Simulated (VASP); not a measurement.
# ZnSe (F-43m) in VASP: further runs, part 2 of 2

VASP 6.6.1.

## (4) Single point, HSE06

The input, POSCAR:

```
ZnSe
1.0
    0.0000000000      2.8324206815      2.8324206815
    2.8324206815      0.0000000000      2.8324206815
    2.8324206815      2.8324206815      0.0000000000
Zn Se
1 1
Direct
    0.0000000000      0.0000000000      0.0000000000
    0.2500000000      0.2500000000      0.2500000000
```

The input, INCAR.step1:

```
SYSTEM = ZnSe
PREC = Accurate
ENCUT = 520
EDIFF = 1E-5
ISMEAR = 0
SIGMA = 0.01
LREAL = .False.
LASPH = .True.
NELM = 80
ALGO = Normal
ISIF = 2
LWAVE = .True.
LCHARG = .False.
GGA = PE
NBANDS = 16
```

The input, INCAR.step2:

```
SYSTEM = ZnSe
PREC = Accurate
ENCUT = 520
EDIFF = 1E-6
ISMEAR = 0
SIGMA = 0.01
LREAL = .False.
LASPH = .True.
NELM = 80
ALGO = Normal
ISIF = 2
LWAVE = .False.
LCHARG = .False.
GGA = PE
LHFCALC = .True.
HFSCREEN = 0.2079
PRECFOCK = Normal
ISTART = 1
NBANDS = 16
```

The input, KPOINTS:

```
Automatic mesh
0
Gamma
  4 4 4
  0 0 0
```

Potentials or basis: VASP PAW PBE potentials, release 64 (Zn, Se).

Launch:

```bash
$ cat potpaw_PBE.64/Zn/POTCAR potpaw_PBE.64/Se/POTCAR > POTCAR
$ cp INCAR.step1 INCAR
$ mpirun -np 1 vasp_std > vasp.out
$ cp INCAR.step2 INCAR
$ mpirun -np 1 vasp_std > vasp.out
```

OUTCAR:

```text
SYSTEM = ZnSe
   PREC = Accurate
   ENCUT = 520
   EDIFF = 1E-6
   ISMEAR = 0
   LREAL = .False.
   LASPH = .True.
   NELM = 80
   ISIF = 2
   GGA = PE
   LHFCALC = .True.
   HFSCREEN = 0.2079
   PRECFOCK = Normal
   ISTART = 1

 ion  position               nearest neighbor table
   1  0.000  0.000  0.000-   2 2.45   2 2.45   2 2.45   2 2.45
   2  0.250  0.250  0.250-   1 2.45   1 2.45   1 2.45   1 2.45

  LATTYP: Found a face centered cubic cell.
 ALAT       =     5.6648413630

  Lattice vectors:

 A1 = (   0.0000000000,   2.8324206815,   2.8324206815)
 A2 = (   2.8324206815,   0.0000000000,   2.8324206815)
 A3 = (   2.8324206815,   2.8324206815,   0.0000000000)

Analysis of symmetry for initial positions (statically):
=====================================================================
 Subroutine PRICEL returns:
 Original cell was already a primitive cell.

 Routine SETGRP: Setting up the symmetry group for a
 face centered cubic supercell.

 Subroutine GETGRP returns: Found 24 space group operations
 (whereof 24 operations were pure point group operations)
 out of a pool of 48 trial point group operations.

The static configuration has the point symmetry T_d .

Analysis of symmetry for dynamics (positions and initial velocities):
=====================================================================
 Subroutine PRICEL returns:
 Original cell was already a primitive cell.

 Routine SETGRP: Setting up the symmetry group for a
 face centered cubic supercell.

 Subroutine GETGRP returns: Found 24 space group operations
 (whereof 24 operations were pure point group operations)
 out of a pool of 48 trial point group operations.

The dynamic configuration has the point symmetry T_d .

 Subroutine INISYM returns: Found 24 space group operations
 (whereof 24 operations are pure point group operations),
 and found     1 'primitive' translations

----------------------------------------------------------------------------------------

                                     Primitive cell

  volume of cell :      45.4468

  direct lattice vectors                    reciprocal lattice vectors
     0.000000000  2.832420681  2.832420681    -0.176527450  0.176527450  0.176527450
     2.832420681  0.000000000  2.832420681     0.176527450 -0.176527450  0.176527450
     2.832420681  2.832420681  0.000000000     0.176527450  0.176527450 -0.176527450

  length of vectors
     4.005647742  4.005647742  4.005647742     0.305754512  0.305754512  0.305754512

  position of ions in fractional coordinates (direct lattice)
     0.000000000  0.000000000  0.000000000
     0.250000000  0.250000000  0.250000000

  ion indices of the primitive-cell ions
   primitive index   ion index
                 1           1
                 2           2

----------------------------------------------------------------------------------------

 KPOINTS: Automatic mesh

Automatic generation of k-mesh.
 Grid dimensions read from file:
 generate k-points for:    4    4    4

 Generating k-lattice:
[... 21 lines left out ...]
  0.500000  0.000000  0.000000      4.000000
  0.250000  0.250000  0.000000      6.000000
  0.500000  0.250000  0.000000     24.000000
 -0.250000  0.250000  0.000000     12.000000
  0.500000  0.500000  0.000000      3.000000
 -0.250000  0.500000  0.250000      6.000000
   k-points           NKPTS =      8   k-points in BZ     NKDIM =     64   number of bands    NBANDS=     16
   number of dos      NEDOS =    301   number of ions     NIONS =      2
   total plane-waves  NPLWV =  27000
   dimension x,y,z NGX =    30 NGY =   30 NGZ =   30
   dimension x,y,z NGXF=    60 NGYF=   60 NGZF=   60
   ions per type =               1   1
   NGX,Y,Z   is equivalent  to a cutoff of  12.45, 12.45, 12.45 a.u.
   NGXF,Y,Z  is equivalent  to a cutoff of  24.90, 24.90, 24.90 a.u.
 SYSTEM =  ZnSe
   PREC   = accura    normal or accurate (medium, high low for compatibility)
   ISTART =      1    job   : 0-new  1-cont  2-samecut
   ICHARG =      0    charge: 1-file 2-atom 10-const
   ISPIN  =      1    spin polarized calculation?
   LNONCOLLINEAR =      F non collinear calculations
   LSORBIT =      F    spin-orbit coupling
   LASPH  =      T    aspherical Exc in radial PAW
   ENCUT  =  520.0 eV  38.22 Ry    6.18 a.u.   7.45  7.45  7.45*2*pi/ulx,y,z
   NELM   =     80;   NELMIN=  2; NELMDL=  0     # of ELM steps
   EDIFF  = 0.1E-05   stopping-criterion for ELM
   LREAL  =      F    real-space projection
   EDIFFG = 0.1E-04   stopping-criterion for IOM
   NSW    =      0    number of steps for IOM
   IBRION =     -1    ionic relax: 0-MD 1-quasi-New 2-CG
   NFREE  =      0    steps in history (QN), initial steepest desc. (CG)
   ISIF   =      2    stress and relaxation
   ISYM   =      3    0-nonsym 1-usesym 2-fastsym
   POTIM  = 0.5000    time-step for ionic-motion
   TEBEG  =    0.0;   TEEND  =   0.0 temperature during run
   PSTRESS=    0.0 pullay stress
   NELECT =      18.0000    total number of electrons
   NUPDOWN=      -1.0000    fix difference up-down
   EMIN   =  10.00;   EMAX   =-10.00  energy-range for DOS
   EFERMI =   0.00;   METHOD = LEGACY
   ISMEAR =     0;   SIGMA  =   0.01  broadening in eV -4-tet -1-fermi 0-gaus
   EFERMI_NEDOS =   21; number of points for ismear=-14 and -15
   IALGO  =     38    algorithm
   IMIX   =      1    mixing-type and parameters
     AMIX     =   0.40;   BMIX     =  1.00
     AMIX_MAG =   1.60;   BMIX_MAG =  1.00
  volume/ion in A,a.u.               =      22.72       153.35
  Fermi-wavevector in a.u.,A,eV,Ry     =   1.202259  2.271939 19.666213  1.445426
  Thomas-Fermi vector in A             =   2.338045
   LORBIT       =      0    0 simple, 1 ext, 2 COOP (PROOUT), +10 PAW based schemes
   GGA     = PE    functional components
   LHFCALC =     T    Hartree Fock is set to
   PRECFOCK=normal    Normal, Fast or Accurate (Low or Medium for compatibility)
   ENCUT4O =  -1.0   cutoff for four orbital integrals eV
   NKREDX  =     1    reduce k-point grid by
   NKREDY  =     1    reduce k-point grid by
   NKREDZ  =     1    reduce k-point grid by
   AEXX    =    0.2500 exact exchange contribution
   HFSCREEN=    0.2079 screening length (either q_TF or 0.3 A-1)
   HFSCREENC=   0.2079 screening length for correlation (either q_TF or 0.3 A-1)
   ENCUTFOCK=  -1.0 apply spherical cutoff to Coloumb kernel
   IVDW    =     0    specifies the selected vdW correction
   LEPSILON=     F    determine dielectric tensor
   LRPA    =     F    only Hartree local field effects (RPA)
 non-spin polarized calculation
 Gauss-broadening in eV      SIGMA  =   0.01
  energy-cutoff  :      520.00
  volume of cell :       45.45
 maximum number of plane-waves:      1243
 NGX is ok and might be reduce to    30
  NGX = 24; NGY = 24; NGZ = 24

 number of electron      18.0000011 magnetization

 Free energy of the ion-electron system (eV)
  ---------------------------------------------------
  ext. energy  EPLUGINS =         0.00000000
  ---------------------------------------------------
  free energy    TOTEN  =        -7.37535813 eV

  energy without entropy =       -7.37535813  energy(sigma->0) =       -7.37535813

 E-fermi :   1.0691     XC(G=0):  -7.7320

 val. band max:        0.9840942478   @ k =   0.0000   0.0000   0.0000
 cond. band min:       3.4178609418   @ k =   0.0000   0.0000   0.0000
 fundamental gap:      2.4337666941
 Fermi energy:         1.0691378991

 k-point     1 :       0.0000    0.0000    0.0000
  band No.  band energies     occupation
      1     -13.3847      2.00000
      2      -7.2088      2.00000
      3      -7.2088      2.00000
      4      -7.2088      2.00000
      5      -6.8786      2.00000
      6      -6.8786      2.00000
[... 129 lines left out ...]
      3      -7.0360      2.00000
      4      -6.9141      2.00000
      5      -6.8886      2.00000
      6      -6.5368      2.00000
[... 8 lines left out ...]
     15      16.2658      0.00000
     16      16.4446      0.00000

------------------------ aborting loop because EDIFF is reached ----------------------------------------

  FORCE on cell =-STRESS in cart. coord.  units (eV):
  Direction    XX          YY          ZZ          XY          YZ          ZX
  --------------------------------------------------------------------------------------
  -------------------------------------------------------------------------------------
  Total        0.4373293      0.4373293      0.4373293     -0.0000000     -0.0000000     -0.0000000
  in kB       15.4175679     15.4175679     15.4175679     -0.0000000     -0.0000000     -0.0000000
  external PRESSURE =      15.4175679 kB  Pullay stress =       0.0000000 kB

 VOLUME and BASIS-vectors are now :
 -----------------------------------------------------------------------------
  energy-cutoff  :      520.00
  volume of cell :       45.45
      direct lattice vectors                 reciprocal lattice vectors
     0.000000000  2.832420681  2.832420681    -0.176527450  0.176527450  0.176527450
     2.832420681  0.000000000  2.832420681     0.176527450 -0.176527450  0.176527450
     2.832420681  2.832420681  0.000000000     0.176527450  0.176527450 -0.176527450

 POSITION                                       TOTAL-FORCE (eV/Angst)
 -----------------------------------------------------------------------------------
      0.00000      0.00000      0.00000         0.000000      0.000000      0.000000
      1.41621      1.41621      1.41621        -0.000000     -0.000000     -0.000000
 -----------------------------------------------------------------------------------
    total drift:                                0.000210      0.000181      0.000124

  FREE ENERGIE OF THE ION-ELECTRON SYSTEM (eV)
  ---------------------------------------------------
  free  energy   TOTEN  =        -7.3753581315 eV

  energy  without entropy=       -7.3753581315  energy(sigma->0) =       -7.37535813
```

Run time: 18 min. Hardware: 1 thread of AMD EPYC 7R13, shared host; peak memory 0.25 GiB.

What came out:

* Free energy: -7.3754 eV
* Pressure: 1.5 GPa
* Band gap on the k mesh: 2.43 eV, direct

Caveat: the k points lie up to 0.48 Å⁻¹ apart; the PAW data sets were made with another functional, which shifts forces and pressure a little.

## (5) Overview

| level | k mesh | grid for exact exchange (PRECFOCK) | screening parameter | gap on the mesh (eV) | pressure (GPa) |
| --- | --- | --- | --- | --- | --- |
| r2SCAN | 4 × 4 × 4 | - | - | 1.86 | 0.4 |
| PBE | 6 × 6 × 6 | - | - | 1.29 | 2.5 |
| HSE06 | 4 × 4 × 4 | Normal | 0.2079 1/Å | 2.43 | 1.5 |

Alike in all rows: task single point; potentials or basis VASP PAW PBE potentials, release 64 (Zn, Se); no spin polarisation; cell as given; cutoff (eV) 520; smearing gaussian 0.01 eV.

Caveats: some runs use coarse meshes; the PAW data sets were made with another functional, which shifts forces and pressure a little (some runs).

Absolute energies hang on the potentials; compare differences alone.
